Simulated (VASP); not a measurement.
# SiO2 (Pbam) in VASP: a series of runs, part 2 of 2

VASP 6.6.1.

## Step 3: Relaxation of cell and atoms, PBE

This run uses another cell than the first one, of 14.26 Å³/atom.

Input file INCAR:

```
PREC = Accurate
ENCUT = 600
EDIFF = 1E-6
ISMEAR = 0
SIGMA = 0.1
LREAL = F
LASPH = T
NELM = 80
ALGO = Normal
ISIF = 3
LWAVE = F
LCHARG = F
GGA = PE
IBRION = 2
NSW = 90
EDIFFG = -0.04
```

Input file KPOINTS:

```
Automatic mesh
0
Gamma
  4 4 6
```

Input file POSCAR:

```
SiO2
1.0
    3.9869252741      0.0000000000      0.0000000000
    0.0000000000      5.9873081802      0.0000000000
    0.0000000000      0.0000000000      3.5850158785
Si O
2 4
Direct
    0.0000000000      0.5000000000      0.5000000000
    0.5000000000      0.0000000000      0.5000000000
    0.1899532613      0.4780498832      0.0000000000
    0.8100467387      0.5219501168      0.0000000000
    0.3100467387      0.9780498832      0.0000000000
    0.6899532613      0.0219501168      0.0000000000
```

Potentials or basis: VASP PAW PBE potentials, release 64 (Si, O).

Launch:

```
cat potpaw_PBE.64/Si/POTCAR potpaw_PBE.64/O/POTCAR > POTCAR
mpirun -np 1 vasp_std > vasp.out
```

OUTCAR:

```text
PREC = Accurate
   ENCUT = 600
   EDIFF = 1E-6
   ISMEAR = 0
   LREAL = F
   LASPH = T
   NELM = 80
   ISIF = 3
   GGA = PE
   IBRION = 2
   NSW = 90
   EDIFFG = -0.04

 ion  position               nearest neighbor table
   1  0.000  0.500  0.500-   3 1.95   4 1.95   3 1.95   4 1.95
   2  0.500  0.000  0.500-   5 1.95   6 1.95   5 1.95   6 1.95
   3  0.190  0.478  0.000-   4 1.54   1 1.95   1 1.95
   4  0.810  0.522  0.000-   3 1.54   1 1.95   1 1.95
   5  0.310  0.978  0.000-   6 1.54   2 1.95   2 1.95
   6  0.690  0.022  0.000-   5 1.54   2 1.95   2 1.95

  LATTYP: Found a simple orthorhombic cell.
 ALAT       =     3.5850158785
 B/A-ratio  =     1.1121081215
 C/A-ratio  =     1.6700925137

  Lattice vectors:

 A1 = (   0.0000000000,   0.0000000000,   3.5850158785)
 A2 = (   3.9869252741,   0.0000000000,   0.0000000000)
 A3 = (   0.0000000000,   5.9873081802,   0.0000000000)

Analysis of symmetry for initial positions (statically):
=====================================================================
 Subroutine PRICEL returns:
 Original cell was already a primitive cell.

 Routine SETGRP: Setting up the symmetry group for a
 simple orthorhombic supercell.

 Subroutine GETGRP returns: Found  8 space group operations
[... 169 lines left out ...]
 number of electron      31.9999997 magnetization

 Free energy of the ion-electron system (eV)
  ---------------------------------------------------
  ext. energy  EPLUGINS =         0.00000000
  ---------------------------------------------------
  free energy    TOTEN  =       -29.97279805 eV

  energy without entropy =      -29.96676073  energy(sigma->0) =      -29.96977939

------------------------ aborting loop because EDIFF is reached ----------------------------------------

  FORCE on cell =-STRESS in cart. coord.  units (eV):
  Direction    XX          YY          ZZ          XY          YZ          ZX
  --------------------------------------------------------------------------------------
  -------------------------------------------------------------------------------------
  Total        0.4780439     -0.2502016      0.2773833     -0.0000000      0.0000000      0.0000000
  in kB        8.9498879     -4.6842480      5.1931413     -0.0000000      0.0000000      0.0000000
  external PRESSURE =       3.1529271 kB  Pullay stress =       0.0000000 kB
[... 1224 lines left out ...]
     19       7.7335      0.00000
     20       7.7335      0.00000

 [... further k-points ...]

[... ionic steps 4 to 73 ...]

--------------------------------------- Ionic step       74  -------------------------------------------

 number of electron      32.0000008 magnetization

------------------------ aborting loop because EDIFF is reached ----------------------------------------
[... 75 lines left out ...]
--------------------------------------- Ionic step       76  -------------------------------------------

 number of electron      32.0000012 magnetization

 Free energy of the ion-electron system (eV)
  ---------------------------------------------------
  ext. energy  EPLUGINS =         0.00000000
  ---------------------------------------------------
  free energy    TOTEN  =       -42.61632232 eV

  energy without entropy =      -42.61632232  energy(sigma->0) =      -42.61632232

 E-fermi :   2.4253     XC(G=0):  -9.5432

 val. band max:        1.9962208661   @ k =   0.0000   0.0000   0.5000
 cond. band min:       5.0789572460   @ k =   0.0000   0.0000   0.0000
 fundamental gap:      3.0827363799
 Fermi energy:         2.4253021852
[... 585 lines left out ...]
  FREE ENERGIE OF THE ION-ELECTRON SYSTEM (eV)
  ---------------------------------------------------
  free  energy   TOTEN  =       -42.6163223153 eV

  energy  without entropy=      -42.6163223153  energy(sigma->0) =      -42.61632232

 reached required accuracy - stopping structural energy minimisation
```

OSZICAR:

```text
N       E                     dE             d eps       ncg     rms          rms(c)
DAV:   1     0.204810720220E+03    0.20481E+03   -0.17642E+04  1440   0.163E+03
DAV:   2    -0.153691970469E+02   -0.22018E+03   -0.20980E+03  2028   0.309E+02
DAV:   3    -0.322080288264E+02   -0.16839E+02   -0.16328E+02  1736   0.897E+01
DAV:   4    -0.326028440853E+02   -0.39482E+00   -0.37417E+00  1720   0.133E+01
[... 670 lines left out ...]
DAV:   1    -0.426133260816E+02   -0.21685E-02   -0.74123E-01  1440   0.716E+00    0.331E-01
DAV:   2    -0.426131494235E+02    0.17666E-03   -0.16065E-02  1580   0.993E-01    0.170E-01
DAV:   3    -0.426124425259E+02    0.70690E-03   -0.79815E-04  1596   0.246E-01    0.600E-02
DAV:   4    -0.426123730487E+02    0.69477E-04   -0.29250E-04  1576   0.136E-01    0.152E-02
DAV:   5    -0.426123723226E+02    0.72612E-06   -0.22496E-05  1460   0.386E-02    0.722E-03
DAV:   6    -0.426123723073E+02    0.152
```

CONTCAR:

```text
SiO2
   1.00000000000000
     4.9775844094296735    0.0000000000000000    0.0000000000000000
     0.0000000000000000    5.9067323051143106    0.0000000000000000
     0.0000000000000000    0.0000000000000000    2.4960922613895371
  Si              O
     2     4
Direct
     0.0000000000000000    0.5000000000000000    0.5000000000000000
     0.5000000000000000    0.0000000000000000    0.5000000000000000
     0.1843311292572853    0.3826640171034786    0.0000000000000000
     0.8156688707427147    0.6173359828965214    0.0000000000000000
     0.3156688707427144    0.8826640171034786    0.0000000000000000
     0.6843311292572851    0.1173359828965212    0.0000000000000000

  0.00000000E+00  0.00000000E+00  0.00000000E+00
  0.00000000E+00  0.00000000E+00  0.00000000E+00
  0.00000000E+00  0.00000000E+00  0.00000000E+00
  0.00000000E+00  0.00000000E+00  0.00000000E+00
  0.00000000E+00  0.00000000E+00  0.00000000E+00
  0.00000000E+00  0.00000000E+00  0.00000000E+00
```

Wall time 53 min (1 thread of Intel Xeon 8259CL, shared host); peak memory 0.25 GiB.

What came out:

```
Free energy                           : -42.6163 eV
Relaxed volume                        : 12.23 Å³/atom
Relaxed cell                          : a = 4.978 Å, b = 5.907 Å, c = 2.496 Å, α = 90.00°, β = 90.00°, γ = 90.00°
Space group after relaxing (to 0.1 Å) : Pbam (No. 55)
Energy gained by relaxing             : 2107.3 meV/atom
Ionic steps                           : 76
Pressure after relaxing               : 0.3 GPa
Largest force after relaxing          : 0.022 eV/Å
Band gap on the k mesh                : 3.08 eV
```

Forces on the atoms (eV/Å):
```
Si   0.000  0.000  0.000
Si   0.000  0.000  0.000
O   -0.021 -0.006  0.000
O    0.021  0.006  0.000
O    0.021 -0.006  0.000
O   -0.021  0.006  0.000
```

Step by step:
```
step  energy change (eV)  largest force (eV/Å)  pressure (GPa)  volume (Å³)
   1              0.0000                0.2039            0.32        85.58
   3             -0.0026                0.0273           -0.46        85.74
   5             -0.0205                0.4089           -0.33        84.17
   7             -0.7736                3.8352            2.69        77.27
   9             -6.0732                1.1886           48.54        52.45
  11             -6.1193                1.2139           51.49        51.91
  13             -6.5168                1.1998           47.71        52.41
  15             -7.9185                1.4539           34.03        54.41
  17            -10.4934                3.5198           -2.30        62.50
  19            -10.8654                3.1299           -1.43        63.36
  21            -10.5521                4.0696           43.09        65.63
  23            -11.7743                0.4137           10.56        66.51
  25            -12.0562                0.2530           -0.81        74.47
  27            -12.1512                0.2798           -0.27        77.83
  29            -12.1610                0.3384            1.35        78.26
  31            -12.1828                0.3508           -0.57        80.14
  33            -12.1880                0.3403           -2.00        81.53
  35            -12.2109                0.2701           -2.44        82.51
  37            -12.2372                0.7671           -5.53        86.93
  39            -12.2631                0.3628           -3.71        85.36
  41            -12.3238                0.2894           -0.63        86.38
  43            -12.4540                0.3120           -2.57        86.97
  45            -12.4833                0.2140           -0.79        85.74
  47            -12.4974                0.3107           -0.74        84.94
  49            -12.5081                0.0809           -4.59        80.25
  51            -12.5333                0.1759           -2.72        82.01
  53            -12.5799                0.0569           -1.61        78.55
  55            -12.6015                0.0733            0.05        74.56
  57            -12.6099                0.0377            0.59        74.76
  59            -12.6166                0.0437            1.26        75.15
  61            -12.6262                0.0857           -0.19        76.00
  63            -12.6273                0.1179           -0.78        76.36
  65            -12.6296                0.1112           -0.24        76.21
  67            -12.6328                0.1003           -0.15        75.88
  69            -12.6387                0.0727            0.24        74.37
  71            -12.6396                0.0581           -0.36        74.35
  73            -12.6419                0.1302            0.64        73.57
  75            -12.6433                0.0163            0.33        73.32
  76            -12.6435                0.0218            0.28        73.39
```

Final structure:
```xyz
6
Lattice="4.9776 0.0000 0.0000 0.0000 5.9067 0.0000 0.0000 0.0000 2.4961" Properties=species:S:1:pos:R:3 pbc="T T T"
Si    0.0000    2.9534    1.2480
Si    2.4888    0.0000    1.2480
O     0.9175    2.2603    0.0000
O     4.0601    3.6464    0.0000
O     1.5713    5.2137    0.0000
O     3.4063    0.6931    0.0000
```

Levels at points of the mesh, in eV from the valence-band top:
| k point | band 14 | band 15 | band 16 | band 17 | band 18 | band 19 |
| --- | --- | --- | --- | --- | --- | --- |
| (0.00, 0.00, 0.00) | -1.07 | -0.75 | -0.66 | 3.08 | 6.30 | 6.48 |
| (0.50, 0.00, 0.00) | -1.20 | -1.18 | -1.18 | 4.79 | 4.79 | 7.33 |
| (0.00, 0.50, 0.00) | -1.23 | -1.19 | -1.19 | 4.80 | 4.80 | 7.17 |
| (0.50, 0.50, 0.00) | -1.21 | -0.83 | -0.83 | 4.89 | 4.89 | 7.25 |
| (0.00, 0.00, 0.50) | -0.21 | -0.14 | 0.00 | 4.40 | 5.36 | 5.47 |
| (0.50, 0.00, 0.50) | -0.65 | -0.17 | -0.17 | 4.33 | 4.33 | 6.84 |
| (0.00, 0.50, 0.50) | -0.64 | -0.39 | -0.39 | 4.69 | 4.69 | 6.66 |
| (0.50, 0.50, 0.50) | -0.31 | -0.26 | -0.26 | 4.74 | 4.74 | 6.32 |

Caveat: a cell axis changed by over 15 % at a fixed basis, so the end point is rough. A k mesh can miss the band edges.

## Step 4: Single point, PBE, collinear spin, ferromagnetic start

This run uses another cell than the first one, of 13.53 Å³/atom.

Input file INCAR:

```
SYSTEM = SiO2
ALGO     = Normal         ! electronic algorithm
EDIFF    = 1E-7           ! SCF threshold, eV
ENCUT    = 520            ! plane-wave cutoff, eV
GGA      = PE             ! functional
ISIF     = 2              ! what is computed and relaxed
ISMEAR   = 0              ! smearing method
ISPIN    = 2              ! spin polarisation
LASPH    = .True.         ! aspherical terms in the spheres
LCHARG   = .False.        ! write CHGCAR
LORBIT   = 11             ! projections on sites
LREAL    = .False.        ! projectors in reciprocal space
LWAVE    = .False.        ! write WAVECAR
MAGMOM   = 0 0 1 1 1 1    ! initial moments
NBANDS   = 29             ! bands
NELM     = 150            ! most SCF steps
PREC     = Accurate       ! precision mode
SIGMA    = 0.1            ! smearing width, eV
```

Input file KPOINTS:

```
k-points
0
Gamma
  6 4 4
  0 0 0
```

Input file POSCAR:

```
SiO2
1.0
    3.6047399400      0.0000000000      0.0000000000
    0.0000000000      4.4626686600      0.0000000000
    0.0000000000      0.0000000000      5.0464479300
Si O
2 4
Direct
    0.0000000000      0.5000000000      0.5000000000
    0.5000000000      0.0000000000      0.5000000000
    0.1263478400      0.3817600600      0.0000000000
    0.8736521600      0.6182399400      0.0000000000
    0.3736521600      0.8817600600      0.0000000000
    0.6263478400      0.1182399400      0.0000000000
```

Launch:

```
cat potpaw_PBE.64/Si/POTCAR potpaw_PBE.64/O/POTCAR > POTCAR
mpirun -np 1 vasp_std > vasp.out
```

Wall time 2.8 min (1 thread of Intel Xeon 8259CL, shared host); peak memory 0.28 GiB.

The run converged. Its results:

```yaml
Free_energy: -26.1785 eV
Pressure: -5.6 GPa
Largest_force: 2.362 eV/Å
Net_moment: 0.60 μB per cell
Site_moments: Si +0.00; O +0.13 μB
Valence_electrons_inside_the_program's_atomic_spheres: Si 1.42; O 4.81
```

Forces in eV/Å, atoms in the order of the input:
```
Si   0.000  0.000  0.000
Si   0.000  0.000  0.000
O   -1.232  2.015  0.000
O    1.232 -2.015  0.000
O    1.232  2.015  0.000
O   -1.232 -2.015  0.000
```

Stress tensor (GPa, compression positive):
```
  6.66   0.00   0.00
  0.00  -2.49   0.00
  0.00   0.00 -21.06
```

Levels at points of the mesh, in eV from the Fermi level:
Spin up:
```tsv
k point	band 13	band 14	band 15	band 16	band 17	band 18	band 19	band 20
(0.00, 0.00, 0.00)	-2.66	-2.21	-1.46	-0.43	0.51	1.09	2.06	4.69
(0.50, 0.00, 0.00)	-1.08	-1.08	-0.17	-0.17	0.32	0.32	0.99	0.99
(0.00, 0.50, 0.00)	-0.85	-0.85	-0.79	-0.79	2.13	2.13	3.17	3.17
(0.50, 0.50, 0.00)	-3.26	-3.26	-1.34	-1.34	0.03	0.03	3.86	3.86
(0.00, 0.00, 0.50)	-2.74	-1.61	-1.07	-0.42	-0.13	1.10	1.30	3.57
(0.50, 0.00, 0.50)	-1.49	-1.49	-0.15	-0.15	0.49	0.49	1.49	1.49
(0.00, 0.50, 0.50)	-0.92	-0.92	-0.85	-0.85	0.89	0.89	2.23	2.23
(0.50, 0.50, 0.50)	-3.46	-3.46	-0.24	-0.24	0.03	0.03	1.90	1.90
```
Spin down:
```
           k point  band 14  band 15  band 16  band 17  band 18  band 19
(0.00, 0.00, 0.00)    -2.17    -1.24    -0.19     0.52     1.54     2.12
(0.50, 0.00, 0.00)    -0.86     0.19     0.19     0.39     0.39     1.01
(0.00, 0.50, 0.00)    -0.56    -0.46    -0.46     2.14     2.14     3.19
(0.50, 0.50, 0.00)    -3.20    -1.13    -1.13     0.46     0.46     3.90
(0.00, 0.00, 0.50)    -1.51    -0.93    -0.43     0.06     1.42     1.55
(0.50, 0.00, 0.50)    -1.34     0.27     0.27     0.53     0.53     1.49
(0.00, 0.50, 0.50)    -0.71    -0.46    -0.46     0.89     0.89     2.26
(0.50, 0.50, 0.50)    -3.32    -0.03    -0.03     0.45     0.45     1.88
```

Caveat: the stress differs along the axes, from -21 to 7 GPa; a moment this small can come from the mesh or the smearing; forces of over 1 eV/Å act on the atoms, so gaps and moduli don't describe the material at rest.

## Step 5: Overview

| task | spin | cell | k mesh | cutoff (eV) | gap on the mesh (eV) | pressure (GPa) | largest force (eV/Å) |
| --- | --- | --- | --- | --- | --- | --- | --- |
| single point | off | a = 3.967, b = 5.934, c = 3.578 Å, 6 atoms, atomic positions A | 10 × 6 × 10 | 520 | none | 0.5 | 0.21 |
| relaxation of cell and atoms | off | relaxed from a = 3.987, b = 5.987, c = 3.585 Å, 6 atoms, atomic positions B | 4 × 4 × 6 | 600 | 3.08 | 0.3 | 0.02 |
| single point | collinear, ferromagnetic start | a = 3.605, b = 4.463, c = 5.046 Å, 6 atoms, atomic positions C | 6 × 4 × 4 | 520 | none | -5.6 | 2.36 |

Alike in all rows: level PBE; potentials or basis VASP PAW PBE potentials, release 64 (Si, O); smearing gaussian 0.1 eV.

Caveats: a cell axis changed by over 15 % at a fixed basis, so the end point is rough (at least some runs); the stress differs along the axes, from -21 to 7 GPa (at least some runs); a moment this small can come from the mesh or the smearing (at least some runs); forces of over 1 eV/Å act on the atoms, so gaps and moduli don't describe the material at rest (at least some runs).

Absolute energies hang on the potentials; compare differences alone.

The gap in the log of VASP goes by the Fermi energy; the results here count the filled bands.